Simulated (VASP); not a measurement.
# Si2N (P4_2/mnm) in VASP: notebook

Si2N is run at these levels: PBEsol; tasks: single point, relaxation of cell and atoms.

Program: VASP 6.6.1. These are calculated values, not measurements. Logs are shortened: lines on timing, memory, paths and dates and some standing lists are left out, and cuts for length are marked.

**1. The cell of the first run**

It takes space group P4_2/mnm (No. 136, tetragonal). Conventional cell: a = 4.171 Å, b = 4.171 Å, c = 2.542 Å, α = 90.00°, β = 90.00°, γ = 90.00°. Within 2.3 Å of Si (site symmetry m2m) lie 3 N at 1.74 to 1.75 Å. Within 2.3 Å of N (site symmetry mmm) lie 6 Si at 1.74 to 1.75 Å.

**2. Single point, PBEsol**

Contents of INCAR:

```
PREC = Accurate
ENCUT = 520
EDIFF = 1E-7
ISMEAR = 0
SIGMA = 0.1
LREAL = F
LASPH = T
NELM = 60
ALGO = Normal
ISIF = 2
LWAVE = F
LCHARG = T
GGA = PS
LELF = T
LVHAR = T
NBANDS = 22
```

Contents of KPOINTS:

```
Automatic mesh
0
Gamma
  4 4 8
```

Contents of POSCAR:

```
Si2N
1.0
    4.1706435947      0.0000000000      0.0000000000
    0.0000000000      4.1706435947      0.0000000000
    0.0000000000      0.0000000000      2.5418639371
Si N
4 2
Direct
    0.2954633019      0.2954633019      0.0000000000
    0.7045366981      0.7045366981      0.0000000000
    0.7954633019      0.2045366981      0.5000000000
    0.2045366981      0.7954633019      0.5000000000
    0.0000000000      0.0000000000      0.0000000000
    0.5000000000      0.5000000000      0.5000000000
```

Potentials or basis: VASP PAW PBE potentials, release 64 (Si, N).

Run with:

```bash
cat potpaw_PBE.64/Si/POTCAR potpaw_PBE.64/N/POTCAR > POTCAR
mpirun -np 1 vasp_std > vasp.out
```

OUTCAR:

```text
PREC = Accurate
   ENCUT = 520
   EDIFF = 1E-7
   ISMEAR = 0
   LREAL = F
   LASPH = T
   NELM = 60
   ISIF = 2
   GGA = PS

 ion  position               nearest neighbor table
   1  0.295  0.295  0.000-   5 1.74   6 1.75   6 1.75   2 2.41   4 2.47   3 2.47   4 2.47   3 2.47
                             4 2.47   4 2.47   3 2.47   3 2.47   2 3.00   2 3.00
   2  0.705  0.705  0.000-   5 1.74   6 1.75   6 1.75   1 2.41   4 2.47   3 2.47   4 2.47   3 2.47
                             3 2.47   3 2.47   4 2.47   4 2.47   1 3.00   1 3.00
   3  0.795  0.205  0.500-   6 1.74   5 1.75   5 1.75   4 2.41   1 2.47   1 2.47   2 2.47   2 2.47
                             2 2.47   2 2.47   1 2.47   1 2.47   4 3.00   4 3.00
   4  0.205  0.795  0.500-   6 1.74   5 1.75   5 1.75   3 2.41   1 2.47   1 2.47   2 2.47   2 2.47
                             1 2.47   1 2.47   2 2.47   2 2.47   3 3.00   3 3.00
   5  0.000  0.000  0.000-   1 1.74   2 1.74   3 1.75   4 1.75   3 1.75   4 1.75
   6  0.500  0.500  0.500-   3 1.74   4 1.74   1 1.75   2 1.75   1 1.75   2 1.75

  LATTYP: Found a simple tetragonal cell.
 ALAT       =     4.1706435947
 C/A-ratio  =     0.6094656327

  Lattice vectors:

 A1 = (   4.1706435947,   0.0000000000,   0.0000000000)
 A2 = (   0.0000000000,   4.1706435947,   0.0000000000)
 A3 = (   0.0000000000,   0.0000000000,   2.5418639371)

Analysis of symmetry for initial positions (statically):
=====================================================================
 Subroutine PRICEL returns:
 Original cell was already a primitive cell.

 Routine SETGRP: Setting up the symmetry group for a
 simple tetragonal supercell.

 Subroutine GETGRP returns: Found 16 space group operations
 (whereof  8 operations were pure point group operations)
 out of a pool of 16 trial point group operations.

The static configuration has the point symmetry D_2h.
 The point group associated with its full space group is D_4h.

Analysis of symmetry for dynamics (positions and initial velocities):
=====================================================================
 Subroutine PRICEL returns:
 Original cell was already a primitive cell.

 Routine SETGRP: Setting up the symmetry group for a
 simple tetragonal supercell.

 Subroutine GETGRP returns: Found 16 space group operations
 (whereof  8 operations were pure point group operations)
 out of a pool of 16 trial point group operations.

The dynamic configuration has the point symmetry D_2h.
 The point group associated with its full space group is D_4h.

 Subroutine INISYM returns: Found 16 space group operations
 (whereof  8 operations are pure point group operations),
 and found     1 'primitive' translations

----------------------------------------------------------------------------------------

                                     Primitive cell

  volume of cell :      44.2139

  direct lattice vectors                    reciprocal lattice vectors
     4.170643595  0.000000000  0.000000000     0.239771147  0.000000000  0.000000000
     0.000000000  4.170643595  0.000000000     0.000000000  0.239771147  0.000000000
     0.000000000  0.000000000  2.541863937     0.000000000  0.000000000  0.393412088

  length of vectors
     4.170643595  4.170643595  2.541863937     0.239771147  0.239771147  0.393412088

  position of ions in fractional coordinates (direct lattice)
     0.295463302  0.295463302  0.000000000
     0.704536698  0.704536698  0.000000000
     0.795463302  0.204536698  0.500000000
     0.204536698  0.795463302  0.500000000
     0.000000000  0.000000000  0.000000000
     0.500000000  0.500000000  0.500000000

  ion indices of the primitive-cell ions
   primitive index   ion index
                 1           1
                 2           2
                 3           3
                 4           4
                 5           5
                 6           6

----------------------------------------------------------------------------------------

 KPOINTS: Automatic mesh

Automatic generation of k-mesh.
 Grid dimensions read from file:
 generate k-points for:    4    4    8

 Generating k-lattice:

  Cartesian coordinates                     Fractional coordinates (reciprocal lattice)
     0.059942787  0.000000000  0.000000000     0.250000000  0.000000000  0.000000000
     0.000000000  0.059942787  0.000000000     0.000000000  0.250000000  0.000000000
     0.000000000  0.000000000  0.049176511     0.000000000  0.000000000  0.125000000

  Length of vectors
     0.059942787  0.059942787  0.049176511

  Shift w.r.t. Gamma in fractional coordinates (k-lattice)
     0.000000000  0.000000000  0.000000000

 Subroutine IBZKPT returns following result:
 ===========================================

 Found     30 irreducible k-points:

 Following reciprocal coordinates:
            Coordinates               Weight
  0.000000  0.000000  0.000000      1.000000
  0.250000  0.000000  0.000000      4.000000
  0.500000  0.000000  0.000000      2.000000
  0.250000  0.250000  0.000000      4.000000
  0.500000  0.250000  0.000000      4.000000
  0.500000  0.500000  0.000000      1.000000
[... 16 lines left out ...]
  0.500000  0.250000  0.375000      8.000000
  0.500000  0.500000  0.375000      2.000000
 [... further k-points ...]
   k-points           NKPTS =     30   k-points in BZ     NKDIM =     30   number of bands    NBANDS=     22
   number of dos      NEDOS =    301   number of ions     NIONS =      6
   total plane-waves  NPLWV =  20480
   dimension x,y,z NGX =    32 NGY =   32 NGZ =   20
   dimension x,y,z NGXF=    64 NGYF=   64 NGZF=   40
   ions per type =               4   2
   NGX,Y,Z   is equivalent  to a cutoff of  12.76, 12.76, 13.08 a.u.
   NGXF,Y,Z  is equivalent  to a cutoff of  25.51, 25.51, 26.16 a.u.
 SYSTEM =  unknown system
   PREC   = accura    normal or accurate (medium, high low for compatibility)
   ISTART =      0    job   : 0-new  1-cont  2-samecut
   ICHARG =      2    charge: 1-file 2-atom 10-const
   ISPIN  =      1    spin polarized calculation?
   LNONCOLLINEAR =      F non collinear calculations
   LSORBIT =      F    spin-orbit coupling
   LASPH  =      T    aspherical Exc in radial PAW
   ENCUT  =  520.0 eV  38.22 Ry    6.18 a.u.   7.75  7.75  4.73*2*pi/ulx,y,z
   NELM   =     60;   NELMIN=  2; NELMDL= -5     # of ELM steps
   EDIFF  = 0.1E-06   stopping-criterion for ELM
   LREAL  =      F    real-space projection
   EDIFFG = 0.1E-05   stopping-criterion for IOM
   NSW    =      0    number of steps for IOM
   IBRION =     -1    ionic relax: 0-MD 1-quasi-New 2-CG
   NFREE  =      0    steps in history (QN), initial steepest desc. (CG)
   ISIF   =      2    stress and relaxation
   ISYM   =      2    0-nonsym 1-usesym 2-fastsym
   POTIM  = 0.5000    time-step for ionic-motion
   TEBEG  =    0.0;   TEEND  =   0.0 temperature during run
   PSTRESS=    0.0 pullay stress
   NELECT =      26.0000    total number of electrons
   NUPDOWN=      -1.0000    fix difference up-down
   EMIN   =  10.00;   EMAX   =-10.00  energy-range for DOS
   EFERMI =   0.00;   METHOD = LEGACY
   ISMEAR =     0;   SIGMA  =   0.10  broadening in eV -4-tet -1-fermi 0-gaus
   EFERMI_NEDOS =   21; number of points for ismear=-14 and -15
   IALGO  =     38    algorithm
   IMIX   =      4    mixing-type and parameters
     AMIX     =   0.40;   BMIX     =  1.00
     AMIX_MAG =   1.60;   BMIX_MAG =  1.00
  volume/ion in A,a.u.               =       7.37        49.73
  Fermi-wavevector in a.u.,A,eV,Ry     =   1.371555  2.591863 25.594766  1.881162
  Thomas-Fermi vector in A             =   2.497241
   LORBIT       =      0    0 simple, 1 ext, 2 COOP (PROOUT), +10 PAW based schemes
   GGA     = PS    functional components
   LHFCALC =     F    Hartree Fock is set to
   AEXX    =    0.0000 exact exchange contribution
   IVDW    =     0    specifies the selected vdW correction
   LEPSILON=     F    determine dielectric tensor
   LRPA    =     F    only Hartree local field effects (RPA)
 non-spin polarized calculation
 Gauss-broadening in eV      SIGMA  =   0.10
  energy-cutoff  :      520.00
  volume of cell :       44.21
 maximum number of plane-waves:      1218
 NGX is ok and might be reduce to    32
   NGX = 15   NGY = 15   NGZ =  9

 number of electron      25.9999997 magnetization

 Free energy of the ion-electron system (eV)
  ---------------------------------------------------
  ext. energy  EPLUGINS =         0.00000000
  ---------------------------------------------------
  free energy    TOTEN  =       -26.34456289 eV

  energy without entropy =      -26.33307580  energy(sigma->0) =      -26.33881935

 E-fermi :  17.9894     XC(G=0): -13.6634

 val. band max:       17.8951876157   @ k =   0.0000   0.0000   0.3750
 cond. band min:      18.0196716324   @ k =   0.5000   0.5000   0.1250
 fundamental gap:      0.1244840167
 Fermi energy:        17.9893896327

 k-point     1 :       0.0000    0.0000    0.0000
  band No.  band energies     occupation
      1      -7.4476      2.00000
      2      -4.9571      2.00000
      3       2.7047      2.00000
      4       2.7047      2.00000
      5       6.4951      2.00000
      6       6.4951      2.00000
[... 14 lines left out ...]
     21      26.4935      0.00000
     22      27.9276      0.00000

 k-point     2 :       0.2500    0.0000    0.0000
  band No.  band energies     occupation
      1      -7.1340      2.00000
      2      -5.3754      2.00000
      3       2.6575      2.00000
      4       3.0864      2.00000
      5       4.9840      2.00000
      6       5.6853      2.00000
[... 14 lines left out ...]
     21      26.9880      0.00000
     22      28.4945      0.00000

 k-point     3 :       0.5000    0.0000    0.0000
  band No.  band energies     occupation
      1      -6.3093      2.00000
      2      -6.3093      2.00000
      3       3.2783      2.00000
      4       3.2783      2.00000
      5       4.2696      2.00000
      6       4.2696      2.00000
[... 14 lines left out ...]
     21      26.6351      0.00000
     22      26.6351      0.00000

 k-point     4 :       0.2500    0.2500    0.0000
  band No.  band energies     occupation
      1      -6.8629      2.00000
      2      -5.5852      2.00000
      3       1.5957      2.00000
      4       3.0718      2.00000
      5       4.6670      2.00000
      6       6.8053      2.00000
[... 14 lines left out ...]
     21      26.7438      0.00000
     22      28.1536      0.00000

 k-point     5 :       0.5000    0.2500    0.0000
  band No.  band energies     occupation
      1      -6.2001      2.00000
      2      -6.2001      2.00000
      3       1.6740      2.00000
      4       1.6740      2.00000
      5       6.1166      2.00000
      6       6.1166      2.00000
[... 14 lines left out ...]
     21      27.0850      0.00000
     22      27.0850      0.00000

 k-point     6 :       0.5000    0.5000    0.0000
  band No.  band energies     occupation
      1      -6.0822      2.00000
      2      -6.0822      2.00000
      3       0.8660      2.00000
      4       0.8660      2.00000
      5       7.1741      2.00000
      6       7.1741      2.00000
[... 14 lines left out ...]
     21      27.3408      0.00000
     22      27.3408      0.00000

 k-point     7 :       0.0000    0.0000    0.1250
  band No.  band energies     occupation
      1      -7.1683      2.00000
      2      -4.7463      2.00000
      3       2.9839      2.00000
      4       2.9839      2.00000
      5       6.6269      2.00000
      6       6.6269      2.00000
[... 324 lines left out ...]
      6       5.2608      2.00000
[... 14 lines left out ...]
     21      27.1421      0.00000
     22      27.4865      0.00000

 k-point    21 :       0.5000    0.0000    0.3750
  band No.  band energies     occupation
      1      -4.3192      2.00000
      2      -4.3192      2.00000
      3       2.5503      2.00000
      4       2.5503      2.00000
      5       5.7236      2.00000
      6       5.7236      2.00000
[... 14 lines left out ...]
     21      26.8286      0.00000
     22      26.8286      0.00000

 k-point    22 :       0.2500    0.2500    0.3750
  band No.  band energies     occupation
      1      -4.6950      2.00000
      2      -3.8927      2.00000
      3       2.5618      2.00000
      4       3.0229      2.00000
      5       4.1000      2.00000
      6       5.5160      2.00000
[... 14 lines left out ...]
     21      26.5188      0.00000
     22      27.0575      0.00000

 k-point    23 :       0.5000    0.2500    0.3750
  band No.  band energies     occupation
      1      -4.2470      2.00000
      2      -4.2470      2.00000
      3       2.7354      2.00000
      4       2.7354      2.00000
      5       4.3539      2.00000
      6       4.3539      2.00000
[... 14 lines left out ...]
     21      26.7225      0.00000
     22      26.7225      0.00000

 k-point    24 :       0.5000    0.5000    0.3750
  band No.  band energies     occupation
      1      -4.1711      2.00000
      2      -4.1711      2.00000
      3       3.0948      2.00000
      4       3.0948      2.00000
      5       3.4711      2.00000
      6       3.4711      2.00000
[... 14 lines left out ...]
     21      25.6447      0.00000
     22      25.6447      0.00000

 [... further k-points ...]
[... 5 lines left out ...]
  --------------------------------------------------------------------------------------
  -------------------------------------------------------------------------------------
  Total       46.7702058     46.7702058     29.2127357      0.0000000      0.0000000      0.0000000
  in kB     1694.8115193   1694.8115193   1058.5816367      0.0000000      0.0000000      0.0000000
  external PRESSURE =    1482.7348918 kB  Pullay stress =       0.0000000 kB

 VOLUME and BASIS-vectors are now :
 -----------------------------------------------------------------------------
  energy-cutoff  :      520.00
  volume of cell :       44.21
      direct lattice vectors                 reciprocal lattice vectors
     4.170643595  0.000000000  0.000000000     0.239771147  0.000000000  0.000000000
     0.000000000  4.170643595  0.000000000     0.000000000  0.239771147  0.000000000
     0.000000000  0.000000000  2.541863937     0.000000000  0.000000000  0.393412088

 POSITION                                       TOTAL-FORCE (eV/Angst)
 -----------------------------------------------------------------------------------
      1.23227      1.23227      0.00000        -1.366581     -1.366581      0.000000
      2.93837      2.93837      0.00000         1.366581      1.366581     -0.000000
      3.31759      0.85305      1.27093        -1.366581      1.366581     -0.000000
      0.85305      3.31759      1.27093         1.366581     -1.366581     -0.000000
      0.00000      0.00000      0.00000         0.000000      0.000000     -0.000000
      2.08532      2.08532      1.27093         0.000000      0.000000     -0.000000
 -----------------------------------------------------------------------------------
    total drift:                               -0.000000     -0.000000     -0.000000

  FREE ENERGIE OF THE ION-ELECTRON SYSTEM (eV)
  ---------------------------------------------------
  free  energy   TOTEN  =       -26.3445628932 eV

  energy  without entropy=      -26.3330758038  energy(sigma->0) =      -26.33881935
```

Wall time 23 s (1 thread of Intel Xeon Platinum 8259CL at 2.50GHz (Skylake/Cascade Lake), shared host); peak memory 0.16 GiB.

Results:

```
Free energy            : -26.3446 eV
Pressure               : 148.3 GPa
Largest force          : 1.933 eV/Å
Band gap on the k mesh : zero (band 13 reaches 20.78 eV, above the bottom of band 14 at 14.58 eV)
```

Forces on the atoms (eV/Å):
```
Si  -1.367 -1.367  0.000
Si   1.367  1.367  0.000
Si  -1.367  1.367  0.000
Si   1.367 -1.367  0.000
N    0.000  0.000  0.000
N    0.000  0.000  0.000
```

Levels at points of the mesh, in eV from the Fermi level:
```tsv
k point	band 11	band 12	band 13	band 14	band 15	band 16
(0.00, 0.00, 0.00)	-3.20	0.91	2.79	2.79	3.55	4.52
(0.50, 0.00, 0.00)	-0.88	-0.88	0.08	0.08	2.40	2.40
(0.50, 0.50, 0.00)	-2.71	-2.71	-0.28	-0.28	2.40	2.40
(0.00, 0.00, 0.50)	-3.60	-3.60	-3.41	-3.41	-0.90	-0.90
(0.50, 0.00, 0.50)	-3.53	-3.53	-1.12	-1.12	2.94	2.94
(0.50, 0.50, 0.50)	-3.15	-3.15	0.03	0.03	2.98	2.98
```

Caveat: the k points lie up to 0.38 Å⁻¹ apart; the PAW data sets were made with another functional, which shifts forces and pressure a little.

**3. Single point, PBEsol**

This run uses another cell than the first one, of 17.36 Å³/atom, 2.356 times its volume.

Contents of INCAR:

```
PREC = Accurate ; ENCUT = 520
EDIFF = 1E-6 ; ISMEAR = 0
SIGMA = 0.1 ; LREAL = F
LASPH = T ; NELM = 80
ALGO = Normal ; ISIF = 2
LWAVE = F ; LCHARG = F
GGA = PS ; NBANDS = 22
```

Contents of KPOINTS:

```
Automatic mesh
0
Gamma
  6 6 8
```

Contents of POSCAR:

```
Si2N
1.0
    6.3819480098      0.0000000000      0.0000000000
    0.0000000000      6.3819480098      0.0000000000
    0.0000000000      0.0000000000      2.5578693286
Si N
4 2
Direct
    0.3504497177      0.3504497177      0.0000000000
    0.6495502823      0.6495502823      0.0000000000
    0.8504497177      0.1495502823      0.5000000000
    0.1495502823      0.8504497177      0.5000000000
    0.0000000000      0.0000000000      0.0000000000
    0.5000000000      0.5000000000      0.5000000000
```

Potentials or basis: VASP PAW PBE potentials, release 64 (Si, N).

Run with:

```bash
cat potpaw_PBE.64/Si/POTCAR potpaw_PBE.64/N/POTCAR > POTCAR
mpirun -np 1 vasp_std > vasp.out
```

Run time: 84 s. Hardware: 1 thread of Intel Xeon Platinum 8259CL at 2.50GHz (Skylake/Cascade Lake), shared host; peak memory 0.25 GiB.

Results (log left out):

```
Free energy            : -37.1712 eV
Pressure               : 0.2 GPa
Largest force          : 0.017 eV/Å
Band gap on the k mesh : zero (band 13 reaches 6.13 eV, above the bottom of band 14 at 3.77 eV)
```

Forces in eV/Å, atoms in the order of the input:
```
Si   0.012  0.012  0.000
Si  -0.012 -0.012  0.000
Si   0.012 -0.012  0.000
Si  -0.012  0.012  0.000
N    0.000  0.000  0.000
N    0.000  0.000  0.000
```

Stress tensor (GPa, compression positive):
```
0.17 0.00 0.00
0.00 0.17 0.00
0.00 0.00 0.30
```

Levels at points of the mesh, in eV from the Fermi level:
```tsv
k point	band 9	band 10	band 11	band 12	band 13	band 14	band 15	band 16	band 17	band 18
(0.00, 0.00, 0.00)	-3.27	-3.25	-3.10	-1.79	-1.79	1.78	2.10	2.10	2.44	4.99
(0.50, 0.00, 0.00)	-3.26	-3.26	-2.78	-2.78	-1.30	-1.30	2.70	2.70	4.37	4.37
(0.50, 0.50, 0.00)	-3.26	-3.26	-2.00	-2.00	-0.54	-0.54	1.30	1.30	3.84	3.84
(0.00, 0.00, 0.50)	-2.32	-2.32	-1.49	-1.49	0.21	0.21	0.49	0.49	2.08	2.08
(0.50, 0.00, 0.50)	-3.07	-3.07	-0.99	-0.99	-0.36	-0.36	2.07	2.07	2.16	2.16
(0.50, 0.50, 0.50)	-2.26	-2.26	-0.75	-0.75	-0.37	-0.37	0.01	0.01	3.50	3.50
```

Caveat: the PAW data sets were made with another functional, which shifts forces and pressure a little.

(Part 1 of 2 ends here.)
